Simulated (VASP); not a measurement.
# Al3InAs4 (Amm2) in VASP: relaxation of shape and atoms at fixed volume with PBE

Aim: the relaxation of shape and atoms at fixed volume of Al3InAs4 with PBE.

Program: VASP 6.6.1. These are calculated values, not measurements. Logs are shortened: lines on timing, memory, paths and dates and some standing lists are left out, and cuts for length are marked.

## Step 1: The cell of the first run

It takes space group Amm2 (No. 38, orthorhombic). Conventional cell: a = 4.168 Å, b = 8.341 Å, c = 11.793 Å, α = 90.00°, β = 90.00°, γ = 90.00°. Al (site symmetry mm2) has 4 As at 2.52 to 2.55 Å within 3.3 Å. Within 3.3 Å of Al (site symmetry m) lie 4 As at 2.48 to 2.55 Å. In (site symmetry mm2) has 4 As at 2.64 to 2.66 Å within 3.5 Å. As (site symmetry m) has 3 Al at 2.52 Å and 1 In at 2.66 Å within 3.3 Å. As (site symmetry mm2) has 2 Al at 2.48 Å and 2 In at 2.64 Å within 3.3 Å. Within 3.4 Å of As (site symmetry mm2) lie 4 Al at 2.55 Å.

## Step 2: Relaxation of shape and atoms at fixed volume, PBE (25.62 Å³/atom)

Contents of INCAR:

```
SYSTEM = Al3InAs4
ALGO = Normal
EDIFF = 1E-6
EDIFFG = -0.01
ENCUT = 600
GGA = PE
IBRION = 2
ISIF = 4
ISMEAR = 0
LASPH = .TRUE.
LCHARG = .FALSE.
LREAL = .FALSE.
LWAVE = .FALSE.
NELM = 80
NSW = 50
PREC = Accurate
SIGMA = 0.02
```

Contents of KPOINTS:

```
k-points
0
G
  8 4 4
  0 0 0
```

Contents of POSCAR:

```
Al3InAs4
1.0
    4.1677923407      0.0000000000      0.0000000000
    0.0000000000      4.1705816890      5.8963571459
    0.0000000000     -4.1705816890      5.8963571459
Al In As
3 1 4
Direct
    0.0000000000      0.0000500000      0.0000500000
    0.5000000000      0.5005480000      0.9991990000
    0.5000000000      0.9991990000      0.5005480000
    0.0000000000      0.5007010000      0.5007010000
    0.0000000000      0.8911230000      0.3697220000
    0.5000000000      0.3635940000      0.3635940000
    0.0000000000      0.3697220000      0.8911230000
    0.5000000000      0.8750640000      0.8750640000
```

Potentials or basis: VASP PAW PBE potentials, release 64 (Al, In_d, As).

The run is started by

```bash
$ cat potpaw_PBE.64/Al/POTCAR potpaw_PBE.64/In_d/POTCAR potpaw_PBE.64/As/POTCAR > POTCAR
$ mpirun -np 1 vasp_std > vasp.out
```

OUTCAR:

```text
SYSTEM = Al3InAs4
   EDIFF = 1E-6
   EDIFFG = -0.01
   ENCUT = 600
   GGA = PE
   IBRION = 2
   ISIF = 4
   ISMEAR = 0
   LASPH = .TRUE.
   LREAL = .FALSE.
   NELM = 80
   NSW = 50
   PREC = Accurate

 ion  position               nearest neighbor table
   1  0.000  0.000  0.000-   5 2.52   7 2.52   8 2.55   8 2.55
   2  0.500  0.501  0.999-   6 2.48   7 2.52   7 2.52   8 2.55
   3  0.500  0.999  0.501-   6 2.48   5 2.52   5 2.52   8 2.55
   4  0.000  0.501  0.501-   6 2.64   6 2.64   7 2.66   5 2.66
   5  0.000  0.891  0.370-   3 2.52   3 2.52   1 2.52   4 2.66
   6  0.500  0.364  0.364-   2 2.48   3 2.48   4 2.64   4 2.64
   7  0.000  0.370  0.891-   2 2.52   2 2.52   1 2.52   4 2.66
   8  0.500  0.875  0.875-   2 2.55   3 2.55   1 2.55   1 2.55

  LATTYP: Found a base centered orthorhombic cell.
 ALAT       =     8.3411633780
 B/A-ratio  =     1.4137973035
 C/A-ratio  =     0.4996655924

  Lattice vectors:

 A1 = (   0.0000000000,   4.1705816890,  -5.8963571459)
 A2 = (   0.0000000000,   4.1705816890,   5.8963571459)
 A3 = (   4.1677923407,   0.0000000000,   0.0000000000)

Analysis of symmetry for initial positions (statically):
=====================================================================
 Subroutine PRICEL returns:
 Original cell was already a primitive cell.

 Routine SETGRP: Setting up the symmetry group for a
 base centered orthorhombic supercell.

 Subroutine GETGRP returns: Found  4 space group operations
 (whereof  4 operations were pure point group operations)
 out of a pool of  8 trial point group operations.

The static configuration has the point symmetry C_2v.

Analysis of symmetry for dynamics (positions and initial velocities):
=====================================================================
 Subroutine PRICEL returns:
 Original cell was already a primitive cell.

 Routine SETGRP: Setting up the symmetry group for a
 base centered orthorhombic supercell.

 Subroutine GETGRP returns: Found  4 space group operations
 (whereof  4 operations were pure point group operations)
 out of a pool of  8 trial point group operations.

The dynamic configuration has the point symmetry C_2v.

 Subroutine INISYM returns: Found  4 space group operations
 (whereof  4 operations are pure point group operations),
 and found     1 'primitive' translations

----------------------------------------------------------------------------------------

                                     Primitive cell

  volume of cell :     204.9824

  direct lattice vectors                    reciprocal lattice vectors
     4.167792341  0.000000000  0.000000000     0.239935179  0.000000000  0.000000000
     0.000000000  4.170581689  5.896357146     0.000000000  0.119887353  0.084798120
     0.000000000 -4.170581689  5.896357146     0.000000000 -0.119887353  0.084798120

  length of vectors
     4.167792341  7.222241980  7.222241980     0.239935179  0.146845833  0.146845833

  position of ions in fractional coordinates (direct lattice)
     0.000000000  0.000050000  0.000050000
     0.500000000  0.500548000  0.999199000
     0.500000000  0.999199000  0.500548000
     0.000000000  0.500701000  0.500701000
     0.000000000  0.891123000  0.369722000
     0.500000000  0.363594000  0.363594000
     0.000000000  0.369722000  0.891123000
     0.500000000  0.875064000  0.875064000

  ion indices of the primitive-cell ions
   primitive index   ion index
                 1           1
                 2           2
                 3           3
                 4           4
                 5           5
                 6           6
                 7           7
                 8           8

----------------------------------------------------------------------------------------

 KPOINTS: k-points

Automatic generation of k-mesh.
 Grid dimensions read from file:
 generate k-points for:    8    4    4

 Generating k-lattice:

  Cartesian coordinates                     Fractional coordinates (reciprocal lattice)
     0.029991897  0.000000000  0.000000000     0.125000000  0.000000000  0.000000000
     0.000000000  0.029971838  0.021199530     0.000000000  0.250000000  0.000000000
     0.000000000 -0.029971838  0.021199530     0.000000000  0.000000000  0.250000000

  Length of vectors
     0.029991897  0.036711458  0.036711458

  Shift w.r.t. Gamma in fractional coordinates (k-lattice)
     0.000000000  0.000000000  0.000000000

 Subroutine IBZKPT returns following result:
 ===========================================

 Found     35 irreducible k-points:

 Following reciprocal coordinates:
            Coordinates               Weight
  0.000000  0.000000  0.000000      1.000000
  0.125000  0.000000  0.000000      2.000000
  0.250000  0.000000  0.000000      2.000000
  0.375000  0.000000  0.000000      2.000000
  0.500000  0.000000  0.000000      1.000000
  0.000000  0.250000 -0.000000      4.000000
[... 16 lines left out ...]
  0.250000  0.500000  0.250000      8.000000
  0.375000  0.500000  0.250000      8.000000
 [... further k-points ...]
   k-points           NKPTS =     35   k-points in BZ     NKDIM =     35   number of bands    NBANDS=     26
   number of dos      NEDOS =    301   number of ions     NIONS =      8
   total plane-waves  NPLWV = 129600
   dimension x,y,z NGX =    36 NGY =   60 NGZ =   60
   dimension x,y,z NGXF=    72 NGYF=  120 NGZF=  120
   ions per type =               3   1   4
   NGX,Y,Z   is equivalent  to a cutoff of  14.36, 13.81, 13.81 a.u.
   NGXF,Y,Z  is equivalent  to a cutoff of  28.72, 27.62, 27.62 a.u.
 SYSTEM =  Al3InAs4
   PREC   = accura    normal or accurate (medium, high low for compatibility)
   ISTART =      0    job   : 0-new  1-cont  2-samecut
   ICHARG =      2    charge: 1-file 2-atom 10-const
   ISPIN  =      1    spin polarized calculation?
   LNONCOLLINEAR =      F non collinear calculations
   LSORBIT =      F    spin-orbit coupling
   LASPH  =      T    aspherical Exc in radial PAW
   ENCUT  =  600.0 eV  44.10 Ry    6.64 a.u.   8.32 14.42 14.42*2*pi/ulx,y,z
   NELM   =     80;   NELMIN=  2; NELMDL= -5     # of ELM steps
   EDIFF  = 0.1E-05   stopping-criterion for ELM
   LREAL  =      F    real-space projection
   EDIFFG = -.1E-01   stopping-criterion for IOM
   NSW    =     50    number of steps for IOM
   IBRION =      2    ionic relax: 0-MD 1-quasi-New 2-CG
   NFREE  =      1    steps in history (QN), initial steepest desc. (CG)
   ISIF   =      4    stress and relaxation
   ISYM   =      2    0-nonsym 1-usesym 2-fastsym
   POTIM  = 0.5000    time-step for ionic-motion
   TEBEG  =    0.0;   TEEND  =   0.0 temperature during run
   PSTRESS=    0.0 pullay stress
   NELECT =      42.0000    total number of electrons
   NUPDOWN=      -1.0000    fix difference up-down
   EMIN   =  10.00;   EMAX   =-10.00  energy-range for DOS
   EFERMI =   0.00;   METHOD = LEGACY
   ISMEAR =     0;   SIGMA  =   0.02  broadening in eV -4-tet -1-fermi 0-gaus
   EFERMI_NEDOS =   21; number of points for ismear=-14 and -15
   IALGO  =     38    algorithm
   IMIX   =      4    mixing-type and parameters
     AMIX     =   0.40;   BMIX     =  1.00
     AMIX_MAG =   1.60;   BMIX_MAG =  1.00
  volume/ion in A,a.u.               =      25.62       172.91
  Fermi-wavevector in a.u.,A,eV,Ry     =   0.965130  1.823831 12.673496  0.931476
  Thomas-Fermi vector in A             =   2.094820
   LORBIT       =      0    0 simple, 1 ext, 2 COOP (PROOUT), +10 PAW based schemes
   GGA     = PE    functional components
   LHFCALC =     F    Hartree Fock is set to
   AEXX    =    0.0000 exact exchange contribution
   IVDW    =     0    specifies the selected vdW correction
   LEPSILON=     F    determine dielectric tensor
   LRPA    =     F    only Hartree local field effects (RPA)
 conjugate gradient relaxation of ions
 non-spin polarized calculation
 Gauss-broadening in eV      SIGMA  =   0.02
  energy-cutoff  :      600.00
  volume of cell :      204.98
 maximum number of plane-waves:      6875
 NGX is ok and might be reduce to    36
   NGX = 17   NGY = 29   NGZ = 29

--------------------------------------- Ionic step        1  -------------------------------------------

 number of electron      41.9999996 magnetization

 Free energy of the ion-electron system (eV)
  ---------------------------------------------------
  ext. energy  EPLUGINS =         0.00000000
  ---------------------------------------------------
  free energy    TOTEN  =       -35.71363538 eV

  energy without entropy =      -35.71363538  energy(sigma->0) =      -35.71363538

------------------------ aborting loop because EDIFF is reached ----------------------------------------

  FORCE on cell =-STRESS in cart. coord.  units (eV):
  Direction    XX          YY          ZZ          XY          YZ          ZX
  --------------------------------------------------------------------------------------
  -------------------------------------------------------------------------------------
  Total       -2.0760969     -2.0665754     -2.0543303      0.0000000      0.0000000      0.0000000
  in kB      -16.2271298    -16.1527086    -16.0569988      0.0000000      0.0000000      0.0000000
  external PRESSURE =     -16.1456124 kB  Pullay stress =       0.0000000 kB
[... 69 lines left out ...]
  energy  without entropy=      -35.7138124311  energy(sigma->0) =      -35.71381243

--------------------------------------- Ionic step        3  -------------------------------------------

 number of electron      41.9999996 magnetization

 Free energy of the ion-electron system (eV)
  ---------------------------------------------------
  ext. energy  EPLUGINS =         0.00000000
  ---------------------------------------------------
  free energy    TOTEN  =       -35.71387972 eV

  energy without entropy =      -35.71387972  energy(sigma->0) =      -35.71387972

 E-fermi :   3.7183     XC(G=0):  -8.7904

 val. band max:        3.6074046718   @ k =   0.0000   0.0000   0.0000
 cond. band min:       4.3950916363   @ k =   0.0000   0.0000   0.0000
 fundamental gap:      0.7876869644
 Fermi energy:         3.7182648368

 k-point     1 :       0.0000    0.0000    0.0000
  band No.  band energies     occupation
      1     -10.5381      2.00000
      2     -10.4921      2.00000
      3     -10.4481      2.00000
      4     -10.3780      2.00000
      5     -10.3705      2.00000
      6      -8.0053      2.00000
[... 685 lines left out ...]
     25       6.2460      0.00000
     26       6.3769      0.00000

 [... further k-points ...]

------------------------ aborting loop because EDIFF is reached ----------------------------------------

  FORCE on cell =-STRESS in cart. coord.  units (eV):
  Direction    XX          YY          ZZ          XY          YZ          ZX
  --------------------------------------------------------------------------------------
  -------------------------------------------------------------------------------------
  Total       -2.0307626     -2.0714021     -2.0440902      0.0000000      0.0000000      0.0000000
  in kB      -15.8727893    -16.1904352    -15.9769605      0.0000000      0.0000000      0.0000000
  external PRESSURE =     -16.0133950 kB  Pullay stress =       0.0000000 kB
[... 23 lines left out ...]
  FREE ENERGIE OF THE ION-ELECTRON SYSTEM (eV)
  ---------------------------------------------------
  free  energy   TOTEN  =       -35.7138797234 eV

  energy  without entropy=      -35.7138797234  energy(sigma->0) =      -35.71387972

 reached required accuracy - stopping structural energy minimisation
```

Run time: 3.8 min. Hardware: 1 thread of Intel Xeon 6975P-C (Granite Rapids), shared host; peak memory 0.51 GiB.

What came out:

| Item | Value |
| --- | --- |
| Free energy | -35.7139 eV |
| Energy gained by relaxing | 0.0 meV/atom |
| Ionic steps | 3 |
| Pressure after relaxing | -1.6 GPa |
| Largest force after relaxing | 0.007 eV/Å |
| Band gap on the k mesh | 0.79 eV |

Forces on the atoms (eV/Å):
```
Al   0.000  0.000  0.001
Al   0.000  0.002  0.002
Al   0.000 -0.002  0.002
In   0.000  0.000  0.007
As   0.000 -0.001 -0.003
As   0.000  0.000 -0.001
As   0.000  0.001 -0.003
As   0.000  0.000 -0.005
```

The path:
```
step  energy change (eV)  largest force (eV/Å)  pressure (GPa)  volume (Å³)
   1              0.0000                0.0335           -1.61       204.98
   2             -0.0002                0.0186           -1.61       204.98
   3             -0.0002                0.0075           -1.60       204.98
```

Final structure:
```
Al In As
1.0
     4.16721    0.00000    0.00000
     0.00000    4.17053    5.89725
     0.00000   -4.17053    5.89725
Al In As
3 1 4
Direct
  0.00000 0.00018 0.00018
  0.50000 0.50010 0.99961
  0.50000 0.99961 0.50010
  0.00000 0.50049 0.50049
  0.00000 0.89079 0.36989
  0.50000 0.36386 0.36386
  0.00000 0.36989 0.89079
  0.50000 0.87508 0.87508
```

Caveat: semilocal functionals underestimate gaps, and a narrow one can read as zero; spin-orbit coupling is left out, which moves the levels of the heavy elements. A k mesh can miss the band edges.
